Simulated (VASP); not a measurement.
# Ba (P6/mmm) in VASP: single point with PBE

Aim: the single point of Ba with PBE.

All numbers are computed with VASP 6.6.1; they aren't measurements. Logs are shortened: lines on timing, memory, paths and dates and some standing lists are left out, and cuts for length are marked.

## (1) The cell of the first run

Symmetry: P6/mmm, No. 191, hexagonal system. Conventional cell: a = 3.969 Å, b = 3.969 Å, c = 3.646 Å, α = 90.00°, β = 90.00°, γ = 120.00°. Within 4.8 Å of Ba (site symmetry 6/mmm) lie 8 Ba at 3.65 to 3.97 Å.

This isn't the form of Ba at room conditions, which is bcc.

## (2) Single point, PBE (49.75 Å³/atom)

POSCAR reads:

```
Ba
1.0
    3.9692069375      0.0000000000      0.0000000000
   -1.9846034688      3.4374340408      0.0000000000
    0.0000000000      0.0000000000      3.6463430829
Ba
1
Direct
    0.0000000000      0.0000000000      0.0000000000
```

INCAR.step1 reads:

```
ALGO = Normal
EDIFF = 1E-7
ENCUT = 520
GGA = PE
ISIF = 2
ISMEAR = -1
LASPH = T
LCHARG = T
LREAL = F
LWAVE = F
NBANDS = 11
NELM = 80
PREC = Accurate
SIGMA = 0.08
```

KPOINTS.step1 reads:

```
k-points
0
Gamma
  10 10 9
```

INCAR.step2 reads:

```
ALGO = Normal
EDIFF = 1E-7
ENCUT = 520
GGA = PE
ICHARG = 11
ISIF = 2
ISMEAR = -5
LASPH = T
LCHARG = F
LORBIT = 11
LREAL = F
LWAVE = F
NEDOS = 2001
NELM = 80
PREC = Accurate
SIGMA = 0.08
```

KPOINTS.step2 reads:

```
k-points
0
Gamma
  15 15 14
```

Potentials or basis: VASP PAW PBE potentials, release 64 (Ba_sv).

Command:

```console
> cat potpaw_PBE.64/Ba_sv/POTCAR > POTCAR
> cp INCAR.step1 INCAR
> cp KPOINTS.step1 KPOINTS
> mpirun -np 1 vasp_std > vasp.out
> cp INCAR.step2 INCAR
> cp KPOINTS.step2 KPOINTS
> mpirun -np 1 vasp_std > vasp.out
```

OUTCAR:

```text
EDIFF = 1E-7
   ENCUT = 520
   GGA = PE
   ICHARG = 11
   ISIF = 2
   ISMEAR = -5
   LASPH = T
   LORBIT = 11
   LREAL = F
   NELM = 80
   PREC = Accurate

 ion  position               nearest neighbor table
   1  0.000  0.000  0.000-

  LATTYP: Found a hexagonal cell.
 ALAT       =     3.9692069375
 C/A-ratio  =     0.9186578428

  Lattice vectors:

 A1 = (   3.9692069375,   0.0000000000,   0.0000000000)
 A2 = (  -1.9846034688,   3.4374340408,   0.0000000000)
 A3 = (   0.0000000000,   0.0000000000,   3.6463430829)

Analysis of symmetry for initial positions (statically):
=====================================================================
 Subroutine PRICEL returns:
 Original cell was already a primitive cell.

 Routine SETGRP: Setting up the symmetry group for a
 hexagonal supercell.

 Subroutine GETGRP returns: Found 24 space group operations
 (whereof 24 operations were pure point group operations)
 out of a pool of 24 trial point group operations.

The static configuration has the point symmetry D_6h.

Analysis of symmetry for dynamics (positions and initial velocities):
=====================================================================
 Subroutine PRICEL returns:
 Original cell was already a primitive cell.

 Routine SETGRP: Setting up the symmetry group for a
 hexagonal supercell.

 Subroutine GETGRP returns: Found 24 space group operations
 (whereof 24 operations were pure point group operations)
 out of a pool of 24 trial point group operations.

The dynamic configuration has the point symmetry D_6h.

 Subroutine INISYM returns: Found 24 space group operations
 (whereof 24 operations are pure point group operations),
 and found     1 'primitive' translations

----------------------------------------------------------------------------------------

                                     Primitive cell

  volume of cell :      49.7503

  direct lattice vectors                    reciprocal lattice vectors
     3.969206938  0.000000000  0.000000000     0.251939497  0.145457337  0.000000000
    -1.984603469  3.437434041  0.000000000     0.000000000  0.290914673  0.000000000
     0.000000000  0.000000000  3.646343083     0.000000000  0.000000000  0.274247370

  length of vectors
     3.969206938  3.969206938  3.646343083     0.290914673  0.290914673  0.274247370

  position of ions in fractional coordinates (direct lattice)
     0.000000000  0.000000000  0.000000000

  ion indices of the primitive-cell ions
   primitive index   ion index
                 1           1

----------------------------------------------------------------------------------------

 KPOINTS: k-points

Automatic generation of k-mesh.
 Grid dimensions read from file:
 generate k-points for:   15   15   14

 Generating k-lattice:

  Cartesian coordinates                     Fractional coordinates (reciprocal lattice)
     0.016795966  0.009697156  0.000000000     0.066666667  0.000000000  0.000000000
     0.000000000  0.019394312  0.000000000     0.000000000  0.066666667  0.000000000
     0.000000000  0.000000000  0.019589098     0.000000000  0.000000000  0.071428571

  Length of vectors
     0.019394312  0.019394312  0.019589098

  Shift w.r.t. Gamma in fractional coordinates (k-lattice)
     0.000000000  0.000000000  0.000000000

 TETIRR: Found   3206 inequivalent tetrahedra from    18900

 Subroutine IBZKPT returns following result:
 ===========================================

 Found    216 irreducible k-points:

 Following reciprocal coordinates:
            Coordinates               Weight
  0.000000  0.000000  0.000000      1.000000
  0.066667  0.000000  0.000000      6.000000
  0.133333  0.000000  0.000000      6.000000
  0.200000  0.000000  0.000000      6.000000
  0.266667  0.000000  0.000000      6.000000
  0.333333  0.000000  0.000000      6.000000
[... 16 lines left out ...]
  0.333333  0.200000  0.000000     12.000000
  0.400000  0.200000  0.000000      6.000000
 [... further k-points ...]
   k-points           NKPTS =    216   k-points in BZ     NKDIM =    216   number of bands    NBANDS=      9
   number of dos      NEDOS =   2001   number of ions     NIONS =      1
   total plane-waves  NPLWV =  25200
   dimension x,y,z NGX =    30 NGY =   30 NGZ =   28
   dimension x,y,z NGXF=    60 NGYF=   60 NGZF=   56
   ions per type =               1
   NGX,Y,Z   is equivalent  to a cutoff of  12.57, 12.57, 12.77 a.u.
   NGXF,Y,Z  is equivalent  to a cutoff of  25.13, 25.13, 25.53 a.u.
 SYSTEM =  unknown system
   PREC   = accura    normal or accurate (medium, high low for compatibility)
   ISTART =      0    job   : 0-new  1-cont  2-samecut
   ICHARG =     11    charge: 1-file 2-atom 10-const
   ISPIN  =      1    spin polarized calculation?
   LNONCOLLINEAR =      F non collinear calculations
   LSORBIT =      F    spin-orbit coupling
   LASPH  =      T    aspherical Exc in radial PAW
   ENCUT  =  520.0 eV  38.22 Ry    6.18 a.u.   7.38  7.38  6.78*2*pi/ulx,y,z
   NELM   =     80;   NELMIN=  2; NELMDL=  0     # of ELM steps
   EDIFF  = 0.1E-06   stopping-criterion for ELM
   LREAL  =      F    real-space projection
   EDIFFG = 0.1E-05   stopping-criterion for IOM
   NSW    =      0    number of steps for IOM
   IBRION =     -1    ionic relax: 0-MD 1-quasi-New 2-CG
   NFREE  =      0    steps in history (QN), initial steepest desc. (CG)
   ISIF   =      2    stress and relaxation
   ISYM   =      2    0-nonsym 1-usesym 2-fastsym
   POTIM  = 0.5000    time-step for ionic-motion
   TEBEG  =    0.0;   TEEND  =   0.0 temperature during run
   PSTRESS=    0.0 pullay stress
   NELECT =      10.0000    total number of electrons
   NUPDOWN=      -1.0000    fix difference up-down
   EMIN   =  10.00;   EMAX   =-10.00  energy-range for DOS
   EFERMI =   0.00;   METHOD = LEGACY
   ISMEAR =    -5;   SIGMA  =   0.08  broadening in eV -4-tet -1-fermi 0-gaus
   EFERMI_NEDOS =   21; number of points for ismear=-14 and -15
   IALGO  =     38    algorithm
   IMIX   =      4    mixing-type and parameters
     AMIX     =   0.40;   BMIX     =  1.00
     AMIX_MAG =   1.60;   BMIX_MAG =  1.00
  volume/ion in A,a.u.               =      49.75       335.73
  Fermi-wavevector in a.u.,A,eV,Ry     =   0.958980  1.812210 12.512502  0.919643
  Thomas-Fermi vector in A             =   2.088136
   LORBIT       =     11    0 simple, 1 ext, 2 COOP (PROOUT), +10 PAW based schemes
   GGA     = PE    functional components
   LHFCALC =     F    Hartree Fock is set to
   AEXX    =    0.0000 exact exchange contribution
   IVDW    =     0    specifies the selected vdW correction
   LEPSILON=     F    determine dielectric tensor
   LRPA    =     F    only Hartree local field effects (RPA)
 non-spin polarized calculation
 Fermi weights with tetrahedron method with Bloechl corrections
  energy-cutoff  :      520.00
  volume of cell :       49.75
 maximum number of plane-waves:      1364
 NGX is ok and might be reduce to    30

 number of electron       9.9999999 magnetization

 Free energy of the ion-electron system (eV)
  ---------------------------------------------------
  ext. energy  EPLUGINS =         0.00000000
  ---------------------------------------------------
  free energy    TOTEN  =        -1.63541832 eV

  energy without entropy =       -1.63541832  energy(sigma->0) =       -1.63541832

 E-fermi :   2.6028     XC(G=0):  -8.1973

 val. band max:        2.7038504108   @ k =   0.1333   0.0667   0.5000
 cond. band min:       2.5356547497   @ k =   0.4000   0.1333   0.2857
 fundamental gap:     -0.1681956610
 Fermi energy:         2.6027928974

 k-point     1 :       0.0000    0.0000    0.0000
  band No.  band energies     occupation
      1     -26.3105      2.00000
      2     -10.9977      2.00000
      3     -10.9977      2.00000
      4     -10.8811      2.00000
      5      -0.1993      2.00000
      6       2.4937      2.23875
      7       4.4564      0.00000
      8       4.4564      0.00000
      9       8.6147      0.00000

 k-point     2 :       0.0667    0.0000    0.0000
  band No.  band energies     occupation
      1     -26.3056      2.00000
      2     -11.0473      2.00000
      3     -11.0082      2.00000
      4     -10.8761      2.00000
      5      -0.0951      2.00000
      6       2.5417      1.38083
      7       4.2907      0.00000
      8       4.5580      0.00000
      9       8.3808      0.00000

 k-point     3 :       0.1333    0.0000    0.0000
  band No.  band energies     occupation
      1     -26.2917      2.00000
      2     -11.1840      2.00000
      3     -11.0377      2.00000
      4     -10.8621      2.00000
      5       0.1954      2.00000
      6       2.6740     -0.00233
      7       3.9227      0.00000
      8       4.8590      0.00000
      9       7.8474      0.00000

 k-point     4 :       0.2000    0.0000    0.0000
  band No.  band energies     occupation
      1     -26.2711      2.00000
      2     -11.3768      2.00000
      3     -11.0805      2.00000
      4     -10.8413      2.00000
      5       0.6075      2.00000
      6       2.8192      0.00000
      7       3.6092      0.00000
      8       5.3477      0.00000
      9       7.2530      0.00000
[... 205 lines left out ...]
 k-point    22 :       0.2667    0.2000    0.0000
  band No.  band energies     occupation
      1     -26.2017      2.00000
      2     -11.8230      2.00000
      3     -11.3808      2.00000
      4     -10.7711      2.00000
      5       2.1689      2.03816
      6       2.8651      0.00000
      7       3.5861      0.00000
      8       6.2775      0.00000
      9       7.4712      0.00000

 k-point    23 :       0.3333    0.2000    0.0000
  band No.  band energies     occupation
      1     -26.1901      2.00000
      2     -11.8781      2.00000
      3     -11.4451      2.00000
      4     -10.7593      2.00000
      5       2.2885      2.07426
      6       3.0404      0.00000
      7       3.7583      0.00000
      8       6.1823      0.00000
      9       7.2922      0.00000

 k-point    24 :       0.4000    0.2000    0.0000
  band No.  band energies     occupation
      1     -26.1860      2.00000
      2     -11.8968      2.00000
      3     -11.4685      2.00000
      4     -10.7551      2.00000
      5       2.2913      2.02681
      6       3.1594      0.00000
      7       3.8234      0.00000
      8       6.1516      0.00000
      9       7.2286      0.00000

 [... further k-points ...]

------------------------ aborting loop because EDIFF is reached ----------------------------------------

  FORCE on cell =-STRESS in cart. coord.  units (eV):
  Direction    XX          YY          ZZ          XY          YZ          ZX
  --------------------------------------------------------------------------------------
  -------------------------------------------------------------------------------------
  Total        0.8104262      0.8104262      0.8499895     -0.0000000      0.0000000      0.0000000
  in kB       26.0992740     26.0992740     27.3733833     -0.0000000      0.0000000      0.0000000
  external PRESSURE =      26.5239771 kB  Pullay stress =       0.0000000 kB

 VOLUME and BASIS-vectors are now :
 -----------------------------------------------------------------------------
  energy-cutoff  :      520.00
  volume of cell :       49.75
      direct lattice vectors                 reciprocal lattice vectors
     3.969206938  0.000000000  0.000000000     0.251939497  0.145457337  0.000000000
    -1.984603469  3.437434041  0.000000000     0.000000000  0.290914673  0.000000000
     0.000000000  0.000000000  3.646343083     0.000000000  0.000000000  0.274247370

 POSITION                                       TOTAL-FORCE (eV/Angst)
 -----------------------------------------------------------------------------------
      0.00000      0.00000      0.00000         0.000000      0.000000      0.000000
 -----------------------------------------------------------------------------------
    total drift:                               -0.000000      0.000000      0.000000

  FREE ENERGIE OF THE ION-ELECTRON SYSTEM (eV)
  ---------------------------------------------------
  free  energy   TOTEN  =        -1.6354183169 eV

  energy  without entropy=       -1.6354183169  energy(sigma->0) =       -1.63541832

 total charge

# of ion       s       p       d       tot
------------------------------------------
    1        2.068   5.530   0.399   7.997
```

It took 41 s on 1 thread of Intel Xeon 6975P-C (Granite Rapids), shared host; peak memory 0.23 GiB.

Results:

```yaml
Valence_electrons_inside_the_program's_atomic_spheres: Ba 8.00
```

Levels at points of the mesh, in eV from the Fermi level:
| k point | band 3 | band 4 | band 5 | band 6 | band 7 | band 8 |
| --- | --- | --- | --- | --- | --- | --- |
| (0.00, 0.00, 0.00) | -13.60 | -13.48 | -2.80 | -0.11 | 1.85 | 1.85 |
| (0.00, 0.00, 0.50) | -13.46 | -13.46 | -0.68 | 1.16 | 2.60 | 2.60 |

Caveat: spin-orbit coupling is left out, which moves the levels of the heavy elements.
